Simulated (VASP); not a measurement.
# BN (zinc blende) (F-43m) in VASP: a series of runs

The runs below take BN (zinc blende) through single point, with PBE.

Everything below comes from runs of VASP 6.6.1. Logs are shortened: lines on timing, memory, paths and dates and some standing lists are left out, and cuts for length are marked.

## Step 1: The cell of the first run

It takes space group F-43m (No. 216, cubic). Conventional cell: a = 3.356 Å, b = 3.356 Å, c = 3.356 Å, α = 90.00°, β = 90.00°, γ = 90.00°. Within 1.9 Å of B (site symmetry -43m) lie 4 N at 1.45 Å. N (site symmetry -43m) has 4 B at 1.45 Å within 1.9 Å.

## Step 2: Single point, PBE (volume scaled by 0.8)

File INCAR:

```
SYSTEM = BN
  ALGO = Normal
  EDIFF = 1E-6
  ENCUT = 600
  GGA = PE
  GGA_COMPAT = .False.
  ISIF = 2
  ISMEAR = 0
  LASPH = .True.
  LCHARG = .True.
  LELF = .True.
  LREAL = .False.
  LVHAR = .True.
  LWAVE = .False.
  NBANDS = 11
  NELM = 120
  PREC = Accurate
  SIGMA = 0.01
```

File KPOINTS:

```
k-points
0
Gamma
  10 10 10
  0 0 0
```

File POSCAR:

```
BN
1.0
    0.0000000000      1.6780271951      1.6780271951
    1.6780271951      0.0000000000      1.6780271951
    1.6780271951      1.6780271951      0.0000000000
B N
1 1
Direct
    0.0000000000      0.0000000000      0.0000000000
    0.2500000000      0.2500000000      0.2500000000
```

Potentials or basis: VASP PAW PBE potentials, release 64 (B, N).

The run is started by

```sh
$ cat potpaw_PBE.64/B/POTCAR potpaw_PBE.64/N/POTCAR > POTCAR
$ mpirun -np 1 vasp_std > vasp.out
```

OUTCAR:

```text
SYSTEM = BN
   EDIFF = 1E-6
   ENCUT = 600
   GGA = PE
   ISIF = 2
   ISMEAR = 0
   LASPH = .True.
   LREAL = .False.
   NELM = 120
   PREC = Accurate

 ion  position               nearest neighbor table
   1  0.000  0.000  0.000-   2 1.45   2 1.45   2 1.45   2 1.45
   2  0.250  0.250  0.250-   1 1.45   1 1.45   1 1.45   1 1.45

  LATTYP: Found a face centered cubic cell.
 ALAT       =     3.3560543902

  Lattice vectors:

 A1 = (   0.0000000000,   1.6780271951,   1.6780271951)
 A2 = (   1.6780271951,   0.0000000000,   1.6780271951)
 A3 = (   1.6780271951,   1.6780271951,   0.0000000000)

Analysis of symmetry for initial positions (statically):
=====================================================================
 Subroutine PRICEL returns:
 Original cell was already a primitive cell.

 Routine SETGRP: Setting up the symmetry group for a
 face centered cubic supercell.

 Subroutine GETGRP returns: Found 24 space group operations
 (whereof 24 operations were pure point group operations)
 out of a pool of 48 trial point group operations.

The static configuration has the point symmetry T_d .

Analysis of symmetry for dynamics (positions and initial velocities):
=====================================================================
 Subroutine PRICEL returns:
 Original cell was already a primitive cell.

 Routine SETGRP: Setting up the symmetry group for a
 face centered cubic supercell.

 Subroutine GETGRP returns: Found 24 space group operations
 (whereof 24 operations were pure point group operations)
 out of a pool of 48 trial point group operations.

The dynamic configuration has the point symmetry T_d .

 Subroutine INISYM returns: Found 24 space group operations
 (whereof 24 operations are pure point group operations),
 and found     1 'primitive' translations

----------------------------------------------------------------------------------------

                                     Primitive cell

  volume of cell :       9.4499

  direct lattice vectors                    reciprocal lattice vectors
     0.000000000  1.678027195  1.678027195    -0.297968949  0.297968949  0.297968949
     1.678027195  0.000000000  1.678027195     0.297968949 -0.297968949  0.297968949
     1.678027195  1.678027195  0.000000000     0.297968949  0.297968949 -0.297968949

  length of vectors
     2.373088817  2.373088817  2.373088817     0.516097359  0.516097359  0.516097359

  position of ions in fractional coordinates (direct lattice)
     0.000000000  0.000000000  0.000000000
     0.250000000  0.250000000  0.250000000

  ion indices of the primitive-cell ions
   primitive index   ion index
                 1           1
                 2           2

----------------------------------------------------------------------------------------

 KPOINTS: k-points

Automatic generation of k-mesh.
 Grid dimensions read from file:
 generate k-points for:   10   10   10

 Generating k-lattice:

  Cartesian coordinates                     Fractional coordinates (reciprocal lattice)
    -0.029796895  0.029796895  0.029796895     0.100000000  0.000000000  0.000000000
     0.029796895 -0.029796895  0.029796895     0.000000000  0.100000000  0.000000000
     0.029796895  0.029796895 -0.029796895     0.000000000  0.000000000  0.100000000

  Length of vectors
     0.051609736  0.051609736  0.051609736

  Shift w.r.t. Gamma in fractional coordinates (k-lattice)
     0.000000000  0.000000000  0.000000000

 Subroutine IBZKPT returns following result:
 ===========================================

 Found     47 irreducible k-points:

 Following reciprocal coordinates:
            Coordinates               Weight
  0.000000  0.000000  0.000000      1.000000
  0.100000  0.000000  0.000000      8.000000
  0.200000  0.000000  0.000000      8.000000
  0.300000  0.000000  0.000000      8.000000
  0.400000  0.000000  0.000000      8.000000
  0.500000  0.000000  0.000000      4.000000
[... 16 lines left out ...]
  0.300000  0.300000  0.000000      6.000000
  0.400000  0.300000  0.000000     24.000000
 [... further k-points ...]
   k-points           NKPTS =     47   k-points in BZ     NKDIM =     47   number of bands    NBANDS=     11
   number of dos      NEDOS =    301   number of ions     NIONS =      2
   total plane-waves  NPLWV =   8000
   dimension x,y,z NGX =    20 NGY =   20 NGZ =   20
   dimension x,y,z NGXF=    40 NGYF=   40 NGZF=   40
   ions per type =               1   1
   NGX,Y,Z   is equivalent  to a cutoff of  14.01, 14.01, 14.01 a.u.
   NGXF,Y,Z  is equivalent  to a cutoff of  28.02, 28.02, 28.02 a.u.
 SYSTEM =  BN
   PREC   = accura    normal or accurate (medium, high low for compatibility)
   ISTART =      0    job   : 0-new  1-cont  2-samecut
   ICHARG =      2    charge: 1-file 2-atom 10-const
   ISPIN  =      1    spin polarized calculation?
   LNONCOLLINEAR =      F non collinear calculations
   LSORBIT =      F    spin-orbit coupling
   LASPH  =      T    aspherical Exc in radial PAW
   ENCUT  =  600.0 eV  44.10 Ry    6.64 a.u.   4.74  4.74  4.74*2*pi/ulx,y,z
   NELM   =    120;   NELMIN=  2; NELMDL= -5     # of ELM steps
   EDIFF  = 0.1E-05   stopping-criterion for ELM
   LREAL  =      F    real-space projection
   EDIFFG = 0.1E-04   stopping-criterion for IOM
   NSW    =      0    number of steps for IOM
   IBRION =     -1    ionic relax: 0-MD 1-quasi-New 2-CG
   NFREE  =      0    steps in history (QN), initial steepest desc. (CG)
   ISIF   =      2    stress and relaxation
   ISYM   =      2    0-nonsym 1-usesym 2-fastsym
   POTIM  = 0.5000    time-step for ionic-motion
   TEBEG  =    0.0;   TEEND  =   0.0 temperature during run
   PSTRESS=    0.0 pullay stress
   NELECT =       8.0000    total number of electrons
   NUPDOWN=      -1.0000    fix difference up-down
   EMIN   =  10.00;   EMAX   =-10.00  energy-range for DOS
   EFERMI =   0.00;   METHOD = LEGACY
   ISMEAR =     0;   SIGMA  =   0.01  broadening in eV -4-tet -1-fermi 0-gaus
   EFERMI_NEDOS =   21; number of points for ismear=-14 and -15
   IALGO  =     38    algorithm
   IMIX   =      4    mixing-type and parameters
     AMIX     =   0.40;   BMIX     =  1.00
     AMIX_MAG =   1.60;   BMIX_MAG =  1.00
  volume/ion in A,a.u.               =       4.72        31.89
  Fermi-wavevector in a.u.,A,eV,Ry     =   1.548683  2.926586 32.632467  2.398419
  Thomas-Fermi vector in A             =   2.653598
   LORBIT       =      0    0 simple, 1 ext, 2 COOP (PROOUT), +10 PAW based schemes
   GGA     = PE    functional components
   LHFCALC =     F    Hartree Fock is set to
   AEXX    =    0.0000 exact exchange contribution
   IVDW    =     0    specifies the selected vdW correction
   LEPSILON=     F    determine dielectric tensor
   LRPA    =     F    only Hartree local field effects (RPA)
 non-spin polarized calculation
 Gauss-broadening in eV      SIGMA  =   0.01
  energy-cutoff  :      600.00
  volume of cell :        9.45
 maximum number of plane-waves:       332
   NGX =  9   NGY =  9   NGZ =  9

 number of electron       7.9999999 magnetization

 Free energy of the ion-electron system (eV)
  ---------------------------------------------------
  ext. energy  EPLUGINS =         0.00000000
  ---------------------------------------------------
  free energy    TOTEN  =       -16.60412017 eV

  energy without entropy =      -16.60412017  energy(sigma->0) =      -16.60412017

 E-fermi :  10.5353     XC(G=0): -13.9579

 val. band max:       10.4111810129   @ k =   0.0000   0.0000   0.0000
 cond. band min:      15.0751405489   @ k =   0.5000   0.5000   0.0000
 fundamental gap:      4.6639595360
 Fermi energy:        10.5353440975

 k-point     1 :       0.0000    0.0000    0.0000
  band No.  band energies     occupation
      1     -12.5883      2.00000
      2      10.4112      2.00000
      3      10.4112      2.00000
      4      10.4112      2.00000
      5      20.2970      0.00000
      6      20.2970      0.00000
      7      20.2970      0.00000
      8      24.6342      0.00000
      9      39.5828      0.00000
     10      41.0571      0.00000
     11      41.0571      0.00000

 k-point     2 :       0.1000    0.0000    0.0000
  band No.  band energies     occupation
      1     -12.3003      2.00000
      2       8.9183      2.00000
      3      10.0863      2.00000
      4      10.0863      2.00000
      5      20.7880      0.00000
      6      20.7880      0.00000
      7      20.9440      0.00000
      8      25.2723      0.00000
      9      37.9493      0.00000
     10      37.9493      0.00000
     11      38.2923      0.00000

 k-point     3 :       0.2000    0.0000    0.0000
  band No.  band energies     occupation
      1     -11.4470      2.00000
      2       5.7232      2.00000
      3       9.3695      2.00000
      4       9.3695      2.00000
      5      21.7637      0.00000
      6      21.7637      0.00000
      7      21.9755      0.00000
      8      26.6005      0.00000
      9      36.2536      0.00000
     10      36.2536      0.00000
     11      37.0586      0.00000

 k-point     4 :       0.3000    0.0000    0.0000
  band No.  band energies     occupation
      1     -10.0744      2.00000
      2       2.2135      2.00000
      3       8.6581      2.00000
      4       8.6581      2.00000
      5      22.3564      0.00000
      6      22.3564      0.00000
      7      22.8518      0.00000
      8      27.5150      0.00000
      9      36.7617      0.00000
     10      36.7617      0.00000
     11      36.8704      0.00000
[... 239 lines left out ...]
 k-point    22 :      -0.2000    0.2000    0.0000
  band No.  band energies     occupation
      1      -9.6206      2.00000
      2       3.2108      2.00000
      3       5.1856      2.00000
      4       8.8016      2.00000
      5      22.5156      0.00000
      6      22.9437      0.00000
      7      24.1635      0.00000
      8      27.4620      0.00000
      9      33.4499      0.00000
     10      35.7631      0.00000
     11      42.2624      0.00000

 k-point    23 :       0.3000    0.3000    0.0000
  band No.  band energies     occupation
      1      -9.2558      2.00000
      2       4.6464      2.00000
      3       5.8026      2.00000
      4       5.8026      2.00000
      5      17.2574      0.00000
      6      22.5848      0.00000
      7      27.8294      0.00000
      8      27.8294      0.00000
      9      32.8762      0.00000
     10      43.0889      0.00000
     11      45.8153      0.00000

 k-point    24 :       0.4000    0.3000    0.0000
  band No.  band energies     occupation
      1      -7.9961      2.00000
      2       2.6650      2.00000
      3       4.8394      2.00000
      4       5.3051      2.00000
      5      17.1276      0.00000
      6      22.3916      0.00000
      7      28.8648      0.00000
      8      29.0371      0.00000
      9      33.9524      0.00000
     10      42.6516      0.00000
     11      46.1146      0.00000

 [... further k-points ...]

------------------------ aborting loop because EDIFF is reached ----------------------------------------

  FORCE on cell =-STRESS in cart. coord.  units (eV):
  Direction    XX          YY          ZZ          XY          YZ          ZX
  --------------------------------------------------------------------------------------
  -------------------------------------------------------------------------------------
  Total        7.7406853      7.7406853      7.7406853     -0.0000000     -0.0000000     -0.0000000
  in kB     1312.3902987   1312.3902987   1312.3902987     -0.0000000     -0.0000000     -0.0000000
  external PRESSURE =    1312.3902987 kB  Pullay stress =       0.0000000 kB

 VOLUME and BASIS-vectors are now :
 -----------------------------------------------------------------------------
  energy-cutoff  :      600.00
  volume of cell :        9.45
      direct lattice vectors                 reciprocal lattice vectors
     0.000000000  1.678027195  1.678027195    -0.297968949  0.297968949  0.297968949
     1.678027195  0.000000000  1.678027195     0.297968949 -0.297968949  0.297968949
     1.678027195  1.678027195  0.000000000     0.297968949  0.297968949 -0.297968949

 POSITION                                       TOTAL-FORCE (eV/Angst)
 -----------------------------------------------------------------------------------
      0.00000      0.00000      0.00000        -0.000000     -0.000000     -0.000000
      0.83901      0.83901      0.83901         0.000000      0.000000      0.000000
 -----------------------------------------------------------------------------------
    total drift:                                0.000000      0.000000     -0.000000

  FREE ENERGIE OF THE ION-ELECTRON SYSTEM (eV)
  ---------------------------------------------------
  free  energy   TOTEN  =       -16.6041201711 eV

  energy  without entropy=      -16.6041201711  energy(sigma->0) =      -16.60412017
```

Run time: 4.2 s. Hardware: 1 thread of Intel Xeon Platinum 8559C (Emerald Rapids), shared host; peak memory 0.12 GiB.

What came out:

```yaml
Free_energy: -16.6041 eV
Pressure: 131.2 GPa
Band_gap_on_the_k_mesh: 4.66 eV, indirect (least direct gap 9.89 eV)
```

 A k mesh can miss the band edges.

(Part 1 of 2 ends here.)
